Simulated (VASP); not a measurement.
A run of VASP 6.6.1 is set up as follows.

INCAR

```
PREC = Accurate
ENCUT = 520
EDIFF = 1E-6
ISMEAR = 0
SIGMA = 0.1
LREAL = False
LASPH = True
NELM = 60
ALGO = Normal
ISIF = 2
LWAVE = False
LCHARG = False
GGA = PS
NBANDS = 12
```

Contents of KPOINTS:

```
regular mesh
0
Gamma
  8 8 8
```

File POSCAR:

```
Cu
1.0
   -1.5131282789      1.5131282789      1.5131282789
    1.5131282789     -1.5131282789      1.5131282789
    1.5131282789      1.5131282789     -1.5131282789
Cu
1
Direct
    0.0000000000      0.0000000000      0.0000000000
```

Potentials or basis: VASP PAW PBE potentials, release 64 (Cu).

Run with:

```console
$ cat potpaw_PBE.64/Cu/POTCAR > POTCAR
$ mpirun -np 1 vasp_std > vasp.out
```

(1) What does it give for the pressure?

Answers

(1) -19.4 GPa.

Caveat: the k points lie up to 0.37 Å⁻¹ apart; the PAW data sets were made with another functional, which shifts forces and pressure a little.
